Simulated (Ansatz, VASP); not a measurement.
Two plane-wave programs on InP

```
CELL_PARAMETERS angstrom
0.00000 2.86517 2.86517
2.86517 0.00000 2.86517
2.86517 2.86517 0.00000
ATOMIC_POSITIONS crystal
In 0.00000 0.00000 0.00000
P 0.25000 0.25000 0.25000
```

Change from the starting cell: hydrostatic strain -3.0%.

Alike in both runs: task single point; functional r2SCAN; k mesh 8 × 8 × 8; occupations fermi-dirac, width 0.02 eV; non-collinear spin, spin-orbit coupling.

|  | VASP | Ansatz |
| --- | --- | --- |
| version | VASP 6.6.1 | Ansatz 0.2.0 |
| potentials or method | VASP PAW PBE potentials, release 64 (In_d, P) | plane waves, PAW |
| plane-wave cutoff (eV) | 520 | 500 |
| valence electrons in the cell | 18 | 18 |

VASP gave:

* pressure (GPa): 7.4

Task: Estimate Ansatz's values.

Result: Pressure (GPa): 7.6.

VASP's potentials were made for PBE, not for r2SCAN.
